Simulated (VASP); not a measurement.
# AgBr (Fm-3m) in VASP: further runs

AgBr is run at these levels: PBE, PBEsol; tasks: dielectric tensor, vibrations by perturbation theory.

Program: VASP 6.6.1. These are calculated values, not measurements. Logs are shortened: lines on timing, memory, paths and dates and some standing lists are left out, and cuts for length are marked.

## (1) The cell of the first run

Symmetry: Fm-3m, No. 225, cubic system. Conventional cell: a = 5.786 Å, b = 5.786 Å, c = 5.786 Å, α = 90.00°, β = 90.00°, γ = 90.00°. Ag (site symmetry m-3m) has 6 Br at 2.89 Å within 3.8 Å. Within 3.8 Å of Br (site symmetry m-3m) lie 6 Ag at 2.89 Å.

## (2) Dielectric tensor, PBE

Contents of INCAR:

```
SYSTEM = AgBr
PREC     = Accurate       ! precision mode
ENCUT    = 400            ! plane-wave cutoff, eV
EDIFF    = 1E-8           ! SCF threshold, eV
ISMEAR   = 0              ! smearing method
SIGMA    = 0.01           ! smearing width, eV
LREAL    = .FALSE.        ! projectors in reciprocal space
LASPH    = .TRUE.         ! aspherical terms in the spheres
NELM     = 120            ! most SCF steps
ALGO     = Normal         ! electronic algorithm
ISIF     = 2              ! what is computed and relaxed
LWAVE    = .FALSE.        ! write WAVECAR
LCHARG   = .FALSE.        ! write CHGCAR
GGA      = PE             ! functional
LEPSILON = .TRUE.         ! dielectric tensor by DFPT
GGA_COMPAT= .FALSE.
```

Contents of KPOINTS:

```
Automatic mesh
0
G
  6 6 6
  0 0 0
```

Contents of POSCAR:

```
AgBr
1.0
    0.0000000000      2.8927623052      2.8927623052
    2.8927623052      0.0000000000      2.8927623052
    2.8927623052      2.8927623052      0.0000000000
Ag Br
1 1
Direct
    0.0000000000      0.0000000000      0.0000000000
    0.5000000000      0.5000000000      0.5000000000
```

Potentials or basis: VASP PAW PBE potentials, release 64 (Ag, Br).

Run with:

```
$ cat potpaw_PBE.64/Ag/POTCAR potpaw_PBE.64/Br/POTCAR > POTCAR
$ mpirun -np 1 vasp_std > vasp.out
```

OUTCAR:

```text
SYSTEM = AgBr
   PREC = Accurate
   ENCUT = 400
   EDIFF = 1E-8
   ISMEAR = 0
   LREAL = .FALSE.
   LASPH = .TRUE.
   NELM = 120
   ISIF = 2
   GGA = PE
   LEPSILON = .TRUE.

 ion  position               nearest neighbor table
   1  0.000  0.000  0.000-   2 2.89   2 2.89   2 2.89   2 2.89   2 2.89   2 2.89
   2  0.500  0.500  0.500-   1 2.89   1 2.89   1 2.89   1 2.89   1 2.89   1 2.89

  LATTYP: Found a face centered cubic cell.
 ALAT       =     5.7855246104

  Lattice vectors:

 A1 = (   0.0000000000,   2.8927623052,   2.8927623052)
 A2 = (   2.8927623052,   0.0000000000,   2.8927623052)
 A3 = (   2.8927623052,   2.8927623052,   0.0000000000)

Analysis of symmetry for initial positions (statically):
=====================================================================
 Subroutine PRICEL returns:
 Original cell was already a primitive cell.

 Routine SETGRP: Setting up the symmetry group for a
 face centered cubic supercell.

 Subroutine GETGRP returns: Found 48 space group operations
 (whereof 48 operations were pure point group operations)
 out of a pool of 48 trial point group operations.

The static configuration has the point symmetry O_h .

Analysis of symmetry for dynamics (positions and initial velocities):
=====================================================================
 Subroutine PRICEL returns:
 Original cell was already a primitive cell.

 Routine SETGRP: Setting up the symmetry group for a
 face centered cubic supercell.

 Subroutine GETGRP returns: Found 48 space group operations
 (whereof 48 operations were pure point group operations)
 out of a pool of 48 trial point group operations.

The dynamic configuration has the point symmetry O_h .

 Subroutine INISYM returns: Found 48 space group operations
 (whereof 48 operations are pure point group operations),
 and found     1 'primitive' translations

----------------------------------------------------------------------------------------

                                     Primitive cell

  volume of cell :      48.4137

  direct lattice vectors                    reciprocal lattice vectors
     0.000000000  2.892762305  2.892762305    -0.172845173  0.172845173  0.172845173
     2.892762305  0.000000000  2.892762305     0.172845173 -0.172845173  0.172845173
     2.892762305  2.892762305  0.000000000     0.172845173  0.172845173 -0.172845173

  length of vectors
     4.090983685  4.090983685  4.090983685     0.299376621  0.299376621  0.299376621

  position of ions in fractional coordinates (direct lattice)
     0.000000000  0.000000000  0.000000000
     0.500000000  0.500000000  0.500000000

  ion indices of the primitive-cell ions
   primitive index   ion index
                 1           1
                 2           2

----------------------------------------------------------------------------------------

 KPOINTS: Automatic mesh

Automatic generation of k-mesh.
 Grid dimensions read from file:
 generate k-points for:    6    6    6

 Generating k-lattice:

  Cartesian coordinates                     Fractional coordinates (reciprocal lattice)
    -0.028807529  0.028807529  0.028807529     0.166666667  0.000000000  0.000000000
     0.028807529 -0.028807529  0.028807529     0.000000000  0.166666667  0.000000000
     0.028807529  0.028807529 -0.028807529     0.000000000  0.000000000  0.166666667

  Length of vectors
     0.049896103  0.049896103  0.049896103

  Shift w.r.t. Gamma in fractional coordinates (k-lattice)
[... 68 lines left out ...]
   GGA     = PE    functional components
   LHFCALC =     F    Hartree Fock is set to
   AEXX    =    0.0000 exact exchange contribution
   IVDW    =     0    specifies the selected vdW correction
   LEPSILON=     T    determine dielectric tensor
   LRPA    =     F    only Hartree local field effects (RPA)
 non-spin polarized calculation
 Gauss-broadening in eV      SIGMA  =   0.01
  energy-cutoff  :      400.00
  volume of cell :       48.41
 maximum number of plane-waves:       899
   NGX = 13   NGY = 13   NGZ = 13

--------------------------------------- Ionic step        1  -------------------------------------------

 number of electron      17.9999992 magnetization

 E-fermi :   3.4455     XC(G=0):  -9.7404

 val. band max:        3.3364441037   @ k =   0.5000   0.0000   0.0000
 cond. band min:       4.0124390804   @ k =   0.0000   0.0000   0.0000
 fundamental gap:      0.6759949768
 Fermi energy:         3.4454639578

 k-point     1 :       0.0000    0.0000    0.0000
  band No.  band energies     occupation
      1     -11.5951      2.00000
      2       0.6366      2.00000
      3       0.6366      2.00000
      4       0.6366      2.00000
      5       0.6366      2.00000
      6       0.6366      2.00000
      7       1.4866      2.00000
      8       1.4866      2.00000
      9       1.4866      2.00000
     10       4.0124      0.00000
     11      13.2553      0.00000
     12      13.2553      0.00000
     13      13.2553      0.00000
[... 226 lines left out ...]
  band No.  band energies     occupation
      1     -11.1254      2.00000
      2      -0.6391      2.00000
      3      -0.5251      2.00000
      4      -0.1957      2.00000
      5       1.0242      2.00000
      6       1.0251      2.00000
      7       1.0430      2.00000
      8       1.1055      2.00000
      9       1.7684      2.00000
     10       6.3523      0.00000
     11      10.6224      0.00000
     12      11.4915      0.00000
     13      11.5634      0.00000

  FORCE on cell =-STRESS in cart. coord.  units (eV):
  Direction    XX          YY          ZZ          XY          YZ          ZX
  --------------------------------------------------------------------------------------
  -------------------------------------------------------------------------------------
  Total        0.2953559      0.2953559      0.2953559     -0.0000000      0.0000000     -0.0000000
  in kB        9.7743531      9.7743531      9.7743531     -0.0000000      0.0000000     -0.0000000
  external PRESSURE =       9.7743531 kB  Pullay stress =       0.0000000 kB

 VOLUME and BASIS-vectors are now :
 -----------------------------------------------------------------------------
  energy-cutoff  :      400.00
  volume of cell :       48.41
      direct lattice vectors                 reciprocal lattice vectors
     0.000000000  2.892762305  2.892762305    -0.172845173  0.172845173  0.172845173
     2.892762305  0.000000000  2.892762305     0.172845173 -0.172845173  0.172845173
     2.892762305  2.892762305  0.000000000     0.172845173  0.172845173 -0.172845173

 POSITION                                       TOTAL-FORCE (eV/Angst)
 -----------------------------------------------------------------------------------
      0.00000      0.00000      0.00000         0.000000     -0.000000      0.000000
      2.89276      2.89276      2.89276        -0.000000      0.000000     -0.000000
 -----------------------------------------------------------------------------------
    total drift:                                0.000000      0.000000      0.000000

  FREE ENERGIE OF THE ION-ELECTRON SYSTEM (eV)
  ---------------------------------------------------
  free  energy   TOTEN  =        -4.9935923667 eV

  energy  without entropy=       -4.9935923667  energy(sigma->0) =       -4.99359237

 HEAD OF MICROSCOPIC STATIC DIELECTRIC TENSOR (INDEPENDENT PARTICLE, excluding Hartree and local field effects)
 ------------------------------------------------------
           6.389338    -0.000000    -0.000000
          -0.000000     6.389338     0.000000
          -0.000000     0.000000     6.389338
 ------------------------------------------------------

 Free energy of the ion-electron system (eV)
  ---------------------------------------------------
  ---------------------------------------------------
  free energy    TOTEN  =        -0.72996701 eV

  energy without entropy =       -0.72996701

------------------------ aborting loop because EDIFF is reached ----------------------------------------

--------------------------------------- Ionic step        2  -------------------------------------------

------------------------ aborting loop because EDIFF is reached ----------------------------------------

--------------------------------------- Ionic step        3  -------------------------------------------

 Free energy of the ion-electron system (eV)
  ---------------------------------------------------
  ---------------------------------------------------
  free energy    TOTEN  =        -0.72996614 eV

  energy without entropy =       -0.72996614

------------------------ aborting loop because EDIFF is reached ----------------------------------------

 PIEZOELECTRIC TENSOR FIELD DIRECTION 3  (e Angst)
 -----------------------------------------------------------------------------
     0.00078  0.00000  0.00000           (  0.00000  0.00000  0.00000)
     0.00000  0.00078  0.00000           (  0.00000  0.00000 -0.00000)
     0.00000  0.00000 -0.00296           (  0.00000 -0.00000  0.00006)

 PIEZOELECTRIC TENSOR FIELD DIRECTION 3  (C/m^2)
 -----------------------------------------------------------------------------
     0.00026  0.00000  0.00000
     0.00000  0.00026  0.00000
     0.00000  0.00000 -0.00098

 MACROSCOPIC STATIC DIELECTRIC TENSOR (including local field effects in DFT)
 ------------------------------------------------------
           6.132878     0.000000    -0.000000
           0.000000     6.132878    -0.000000
           0.000000    -0.000000     6.132878
 ------------------------------------------------------

 PIEZOELECTRIC TENSOR (including local field effects)  for field in x, y, z        (e  Angst)
          XX          YY          ZZ          XY          YZ          ZX
  --------------------------------------------------------------------------------
  x     0.00000     0.00000     0.00000     0.00000     0.00000     0.00000
  y     0.00000     0.00000     0.00000     0.00000     0.00000     0.00000
  z     0.00000     0.00000     0.00000     0.00000     0.00000     0.00000

 PIEZOELECTRIC TENSOR (including local field effects)  for field in x, y, z        (C/m^2)
          XX          YY          ZZ          XY          YZ          ZX
  --------------------------------------------------------------------------------
  x     0.00000     0.00000     0.00000     0.00000     0.00000     0.00000
  y     0.00000     0.00000     0.00000     0.00000     0.00000     0.00000
  z     0.00000     0.00000     0.00000     0.00000     0.00000     0.00000

 BORN EFFECTIVE CHARGES (including local field effects) (in |e|, cummulative output)
 ---------------------------------------------------------------------------------
 ion    1
    1     1.54940     0.00000     0.00000
    2     0.00000     1.54940     0.00000
    3     0.00000     0.00000     1.54940
 ion    2
    1    -1.54940     0.00000     0.00000
    2     0.00000    -1.54940     0.00000
    3     0.00000     0.00000    -1.54940
```

Run time: 82 s. Hardware: 1 thread of Intel Xeon Platinum 8488C (Sapphire Rapids), shared host; peak memory 0.18 GiB.

Results:

- Band gap on the k mesh: 0.68 eV, indirect (least direct gap 2.53 eV)
- Electronic dielectric tensor (diagonal): 6.13
- Born charges (mean of the diagonal): Ag +1.55; Br -1.55 e

Electronic dielectric tensor:
```
6.13 0.00 0.00
0.00 6.13 0.00
0.00 0.00 6.13
```

Born effective charge tensors (e):
atom 1, Ag
```
1.55 0.00 0.00
0.00 1.55 0.00
0.00 0.00 1.55
```
atom 2, Br
```
-1.55  0.00  0.00
 0.00 -1.55  0.00
 0.00  0.00 -1.55
```

Caveat: the gap is small at this level, which inflates the dielectric constant. A k mesh can miss the band edges.

(Part 1 of 2 ends here.)
